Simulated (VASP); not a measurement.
# MgO (Periclase) (Fm-3m) in VASP: further runs

The runs below take MgO (Periclase) through single point, with PBE, r2SCAN.

Everything below comes from runs of VASP 6.6.1. Logs are shortened: lines on timing, memory, paths and dates and some standing lists are left out, and cuts for length are marked.

**Measured values to compare with.**

“Electronic structure of alkaline earth and post-transition metal oxides”, 2009, arxiv:0908.1581 quotes, for a bulk crystal of MgO: band gap 7.83 eV.

How close the calculation comes is told below.

## Step 1: The cell of the first run

The structure is cubic, space group Fm-3m (No. 225). Conventional cell: a = 4.254 Å, b = 4.254 Å, c = 4.254 Å, α = 90.00°, β = 90.00°, γ = 90.00°. Mg (site symmetry m-3m) has 6 O at 2.13 Å within 2.8 Å. Within 2.8 Å of O (site symmetry m-3m) lie 6 Mg at 2.13 Å.

## Step 2: Single point, PBE

Input file INCAR:

```
SYSTEM = MgO
ALGO = Normal
EDIFF = 1E-6
ENCUT = 600
GGA = PE
GGA_COMPAT = .FALSE.
ISIF = 2
ISMEAR = 0
LASPH = .TRUE.
LCHARG = .TRUE.
LELF = .TRUE.
LREAL = .FALSE.
LVHAR = .TRUE.
LWAVE = .FALSE.
NBANDS = 11
NELM = 120
PREC = Accurate
SIGMA = 0.02
```

Input file KPOINTS:

```
k-points
0
G
  10 10 10
  0 0 0
```

Input file POSCAR:

```
MgO
1.0
    0.0000000000      2.1268522575      2.1268522575
    2.1268522575      0.0000000000      2.1268522575
    2.1268522575      2.1268522575      0.0000000000
Mg O
1 1
Direct
    0.0000000000      0.0000000000      0.0000000000
    0.5000000000      0.5000000000      0.5000000000
```

Potentials or basis: VASP PAW PBE potentials, release 64 (Mg, O).

The run is started by

```
> cat potpaw_PBE.64/Mg/POTCAR potpaw_PBE.64/O/POTCAR > POTCAR
> mpirun -np 1 vasp_std > vasp.out
```

OUTCAR:

```text
SYSTEM = MgO
   EDIFF = 1E-6
   ENCUT = 600
   GGA = PE
   ISIF = 2
   ISMEAR = 0
   LASPH = .TRUE.
   LREAL = .FALSE.
   NELM = 120
   PREC = Accurate

 ion  position               nearest neighbor table
   1  0.000  0.000  0.000-   2 2.13   2 2.13   2 2.13   2 2.13   2 2.13   2 2.13
   2  0.500  0.500  0.500-   1 2.13   1 2.13   1 2.13   1 2.13   1 2.13   1 2.13

  LATTYP: Found a face centered cubic cell.
 ALAT       =     4.2537045150

  Lattice vectors:

 A1 = (   0.0000000000,   2.1268522575,   2.1268522575)
 A2 = (   2.1268522575,   0.0000000000,   2.1268522575)
 A3 = (   2.1268522575,   2.1268522575,   0.0000000000)

Analysis of symmetry for initial positions (statically):
=====================================================================
 Subroutine PRICEL returns:
 Original cell was already a primitive cell.

 Routine SETGRP: Setting up the symmetry group for a
 face centered cubic supercell.

 Subroutine GETGRP returns: Found 48 space group operations
 (whereof 48 operations were pure point group operations)
 out of a pool of 48 trial point group operations.

The static configuration has the point symmetry O_h .

Analysis of symmetry for dynamics (positions and initial velocities):
=====================================================================
 Subroutine PRICEL returns:
 Original cell was already a primitive cell.

 Routine SETGRP: Setting up the symmetry group for a
 face centered cubic supercell.

 Subroutine GETGRP returns: Found 48 space group operations
 (whereof 48 operations were pure point group operations)
 out of a pool of 48 trial point group operations.

The dynamic configuration has the point symmetry O_h .

 Subroutine INISYM returns: Found 48 space group operations
 (whereof 48 operations are pure point group operations),
 and found     1 'primitive' translations

----------------------------------------------------------------------------------------

                                     Primitive cell

  volume of cell :      19.2416

  direct lattice vectors                    reciprocal lattice vectors
     0.000000000  2.126852257  2.126852257    -0.235089202  0.235089202  0.235089202
     2.126852257  0.000000000  2.126852257     0.235089202 -0.235089202  0.235089202
     2.126852257  2.126852257  0.000000000     0.235089202  0.235089202 -0.235089202

  length of vectors
     3.007823308  3.007823308  3.007823308     0.407186442  0.407186442  0.407186442

  position of ions in fractional coordinates (direct lattice)
     0.000000000  0.000000000  0.000000000
     0.500000000  0.500000000  0.500000000

  ion indices of the primitive-cell ions
   primitive index   ion index
                 1           1
                 2           2

----------------------------------------------------------------------------------------

 KPOINTS: k-points

Automatic generation of k-mesh.
 Grid dimensions read from file:
 generate k-points for:   10   10   10

 Generating k-lattice:

  Cartesian coordinates                     Fractional coordinates (reciprocal lattice)
    -0.023508920  0.023508920  0.023508920     0.100000000  0.000000000  0.000000000
     0.023508920 -0.023508920  0.023508920     0.000000000  0.100000000  0.000000000
     0.023508920  0.023508920 -0.023508920     0.000000000  0.000000000  0.100000000

  Length of vectors
     0.040718644  0.040718644  0.040718644

  Shift w.r.t. Gamma in fractional coordinates (k-lattice)
     0.000000000  0.000000000  0.000000000

 Subroutine IBZKPT returns following result:
 ===========================================

 Found     47 irreducible k-points:

 Following reciprocal coordinates:
            Coordinates               Weight
  0.000000  0.000000  0.000000      1.000000
  0.100000  0.000000  0.000000      8.000000
  0.200000  0.000000  0.000000      8.000000
  0.300000  0.000000  0.000000      8.000000
  0.400000  0.000000  0.000000      8.000000
  0.500000  0.000000  0.000000      4.000000
[... 16 lines left out ...]
  0.300000  0.300000  0.000000      6.000000
  0.400000  0.300000  0.000000     24.000000
 [... further k-points ...]
   k-points           NKPTS =     47   k-points in BZ     NKDIM =     47   number of bands    NBANDS=     11
   number of dos      NEDOS =    301   number of ions     NIONS =      2
   total plane-waves  NPLWV =  13824
   dimension x,y,z NGX =    24 NGY =   24 NGZ =   24
   dimension x,y,z NGXF=    48 NGYF=   48 NGZF=   48
   ions per type =               1   1
   NGX,Y,Z   is equivalent  to a cutoff of  13.27, 13.27, 13.27 a.u.
   NGXF,Y,Z  is equivalent  to a cutoff of  26.53, 26.53, 26.53 a.u.
 SYSTEM =  MgO
   PREC   = accura    normal or accurate (medium, high low for compatibility)
   ISTART =      0    job   : 0-new  1-cont  2-samecut
   ICHARG =      2    charge: 1-file 2-atom 10-const
   ISPIN  =      1    spin polarized calculation?
   LNONCOLLINEAR =      F non collinear calculations
   LSORBIT =      F    spin-orbit coupling
   LASPH  =      T    aspherical Exc in radial PAW
   ENCUT  =  600.0 eV  44.10 Ry    6.64 a.u.   6.01  6.01  6.01*2*pi/ulx,y,z
   NELM   =    120;   NELMIN=  2; NELMDL= -5     # of ELM steps
   EDIFF  = 0.1E-05   stopping-criterion for ELM
   LREAL  =      F    real-space projection
   EDIFFG = 0.1E-04   stopping-criterion for IOM
   NSW    =      0    number of steps for IOM
   IBRION =     -1    ionic relax: 0-MD 1-quasi-New 2-CG
   NFREE  =      0    steps in history (QN), initial steepest desc. (CG)
   ISIF   =      2    stress and relaxation
   ISYM   =      2    0-nonsym 1-usesym 2-fastsym
   POTIM  = 0.5000    time-step for ionic-motion
   TEBEG  =    0.0;   TEEND  =   0.0 temperature during run
   PSTRESS=    0.0 pullay stress
   NELECT =       8.0000    total number of electrons
   NUPDOWN=      -1.0000    fix difference up-down
   EMIN   =  10.00;   EMAX   =-10.00  energy-range for DOS
   EFERMI =   0.00;   METHOD = LEGACY
   ISMEAR =     0;   SIGMA  =   0.02  broadening in eV -4-tet -1-fermi 0-gaus
   EFERMI_NEDOS =   21; number of points for ismear=-14 and -15
   IALGO  =     38    algorithm
   IMIX   =      4    mixing-type and parameters
     AMIX     =   0.40;   BMIX     =  1.00
     AMIX_MAG =   1.60;   BMIX_MAG =  1.00
  volume/ion in A,a.u.               =       9.62        64.92
  Fermi-wavevector in a.u.,A,eV,Ry     =   1.221868  2.308995 20.312962  1.492961
  Thomas-Fermi vector in A             =   2.357035
   LORBIT       =      0    0 simple, 1 ext, 2 COOP (PROOUT), +10 PAW based schemes
   GGA     = PE    functional components
   LHFCALC =     F    Hartree Fock is set to
   AEXX    =    0.0000 exact exchange contribution
   IVDW    =     0    specifies the selected vdW correction
   LEPSILON=     F    determine dielectric tensor
   LRPA    =     F    only Hartree local field effects (RPA)
 non-spin polarized calculation
 Gauss-broadening in eV      SIGMA  =   0.02
  energy-cutoff  :      600.00
  volume of cell :       19.24
 maximum number of plane-waves:       656
   NGX = 13   NGY = 13   NGZ = 13

 number of electron       8.0000004 magnetization

 Free energy of the ion-electron system (eV)
  ---------------------------------------------------
  ext. energy  EPLUGINS =         0.00000000
  ---------------------------------------------------
  free energy    TOTEN  =       -11.91483435 eV

  energy without entropy =      -11.91483435  energy(sigma->0) =      -11.91483435

 E-fermi :   3.1836     XC(G=0): -10.9397

 val. band max:        2.9671367429   @ k =   0.0000   0.0000   0.0000
 cond. band min:       7.4124749724   @ k =   0.0000   0.0000   0.0000
 fundamental gap:      4.4453382295
 Fermi energy:         3.1835848640

 k-point     1 :       0.0000    0.0000    0.0000
  band No.  band energies     occupation
      1     -14.1470      2.00000
      2       2.9671      2.00000
      3       2.9671      2.00000
      4       2.9671      2.00000
      5       7.4125      0.00000
      6      18.6012      0.00000
      7      18.6012      0.00000
      8      18.6012      0.00000
      9      22.4390      0.00000
     10      24.1814      0.00000
     11      24.1814      0.00000

 k-point     2 :       0.1000    0.0000    0.0000
  band No.  band energies     occupation
      1     -14.0467      2.00000
      2       2.3209      2.00000
      3       2.9032      2.00000
      4       2.9032      2.00000
      5       8.0446      0.00000
      6      17.3593      0.00000
      7      18.8300      0.00000
      8      18.8300      0.00000
      9      23.4095      0.00000
     10      23.4095      0.00000
     11      24.0388      0.00000

 k-point     3 :       0.2000    0.0000    0.0000
  band No.  band energies     occupation
      1     -13.7715      2.00000
      2       1.0293      2.00000
      3       2.7406      2.00000
      4       2.7406      2.00000
      5       9.2434      0.00000
      6      15.8381      0.00000
      7      19.2757      0.00000
      8      19.2757      0.00000
      9      22.7108      0.00000
     10      22.7108      0.00000
     11      24.7595      0.00000

 k-point     4 :       0.3000    0.0000    0.0000
  band No.  band energies     occupation
      1     -13.4012      2.00000
      2      -0.2500      2.00000
      3       2.5494      2.00000
      4       2.5494      2.00000
      5      10.2073      0.00000
      6      15.0952      0.00000
      7      19.3377      0.00000
      8      19.3377      0.00000
      9      23.1632      0.00000
     10      23.1632      0.00000
     11      24.1398      0.00000
[... 239 lines left out ...]
 k-point    22 :      -0.2000    0.2000    0.0000
  band No.  band energies     occupation
      1     -13.2909      2.00000
      2      -0.0589      2.00000
      3       1.6780      2.00000
      4       2.5481      2.00000
      5      11.1293      0.00000
      6      14.7120      0.00000
      7      17.7458      0.00000
      8      20.4068      0.00000
      9      21.2256      0.00000
     10      23.9842      0.00000
     11      27.2840      0.00000

 k-point    23 :       0.3000    0.3000    0.0000
  band No.  band energies     occupation
      1     -13.2089      2.00000
      2      -0.1062      2.00000
      3       2.0604      2.00000
      4       2.0604      2.00000
      5      11.5123      0.00000
      6      13.3393      0.00000
      7      17.0744      0.00000
      8      20.5466      0.00000
      9      20.5466      0.00000
     10      26.7821      0.00000
     11      29.7451      0.00000

 k-point    24 :       0.4000    0.3000    0.0000
  band No.  band energies     occupation
      1     -12.9758      2.00000
      2      -0.5124      2.00000
      3       1.7066      2.00000
      4       1.9182      2.00000
      5      12.2517      0.00000
      6      13.0520      0.00000
      7      16.2577      0.00000
      8      20.7599      0.00000
      9      20.9612      0.00000
     10      27.4933      0.00000
     11      29.3569      0.00000

 [... further k-points ...]
[... 5 lines left out ...]
  --------------------------------------------------------------------------------------
  -------------------------------------------------------------------------------------
  Total       -0.1226142     -0.1226142     -0.1226142      0.0000000      0.0000000      0.0000000
  in kB      -10.2096135    -10.2096135    -10.2096135      0.0000000      0.0000000      0.0000000
  external PRESSURE =     -10.2096135 kB  Pullay stress =       0.0000000 kB

 VOLUME and BASIS-vectors are now :
 -----------------------------------------------------------------------------
  energy-cutoff  :      600.00
  volume of cell :       19.24
      direct lattice vectors                 reciprocal lattice vectors
     0.000000000  2.126852257  2.126852257    -0.235089202  0.235089202  0.235089202
     2.126852257  0.000000000  2.126852257     0.235089202 -0.235089202  0.235089202
     2.126852257  2.126852257  0.000000000     0.235089202  0.235089202 -0.235089202

 POSITION                                       TOTAL-FORCE (eV/Angst)
 -----------------------------------------------------------------------------------
      0.00000      0.00000      0.00000         0.000000      0.000000     -0.000000
      2.12685      2.12685      2.12685        -0.000000     -0.000000      0.000000
 -----------------------------------------------------------------------------------
    total drift:                               -0.000000     -0.000000      0.000000

  FREE ENERGIE OF THE ION-ELECTRON SYSTEM (eV)
  ---------------------------------------------------
  free  energy   TOTEN  =       -11.9148343479 eV

  energy  without entropy=      -11.9148343479  energy(sigma->0) =      -11.91483435
```

Run time: 9.2 s. Hardware: 1 thread of Intel Xeon 6975P-C, shared host; peak memory 0.14 GiB.

What came out:

* Free energy: -11.9148 eV
* Pressure: -1.0 GPa
* Band gap on the k mesh: 4.45 eV, direct

Levels at points of the mesh, in eV from the valence-band top:
| k point | band 2 | band 3 | band 4 | band 5 | band 6 | band 7 |
| --- | --- | --- | --- | --- | --- | --- |
| (0.00, 0.00, 0.00) | 0.00 | 0.00 | 0.00 | 4.45 | 15.63 | 15.63 |
| (0.50, 0.00, 0.00) | -4.49 | -0.62 | -0.62 | 7.71 | 12.27 | 16.01 |
| (0.50, 0.50, 0.00) | -3.96 | -1.31 | -1.31 | 9.08 | 9.65 | 12.79 |

## Step 3: Single point, PBE

Input file INCAR:

```
  PREC = Accurate
  ENCUT = 600
  EDIFF = 1E-6
  ISMEAR = 0
  SIGMA = 0.02
  LREAL = F
  LASPH = T
  NELM = 120
  ALGO = Normal
  ISIF = 2
  LWAVE = F
  LCHARG = F
  GGA = PE
  NBANDS = 11
  GGA_COMPAT = F
```

Input file KPOINTS:

```
regular mesh
0
Gamma
  10 10 10
```

POSCAR is that of step 2.

Potentials or basis: VASP PAW PBE potentials, release 64 (Mg, O).

The run is started by

```
> cat potpaw_PBE.64/Mg/POTCAR potpaw_PBE.64/O/POTCAR > POTCAR
> mpirun -np 1 vasp_std > vasp.out
```

Wall time 9.2 s (1 thread of Intel Xeon 6975P-C, shared host); peak memory 0.14 GiB.

The run converged. Its results:

```yaml
Free_energy: -11.9148 eV
Pressure: -1.0 GPa
Band_gap_on_the_k_mesh: 4.45 eV, direct
```

Levels at points of the mesh, in eV from the valence-band top:
```csv
k point,band 1,band 2,band 3,band 4,band 5,band 6,band 7,band 8,band 9
"(0.00, 0.00, 0.00)",-17.11,0.00,0.00,0.00,4.45,15.63,15.63,15.63,19.47
"(0.50, 0.00, 0.00)",-15.90,-4.49,-0.62,-0.62,7.71,12.27,16.01,16.01,20.45
"(0.50, 0.50, 0.00)",-15.66,-3.96,-1.31,-1.31,9.08,9.65,12.79,18.53,18.53
```

(Continued in part 2 of 2.)
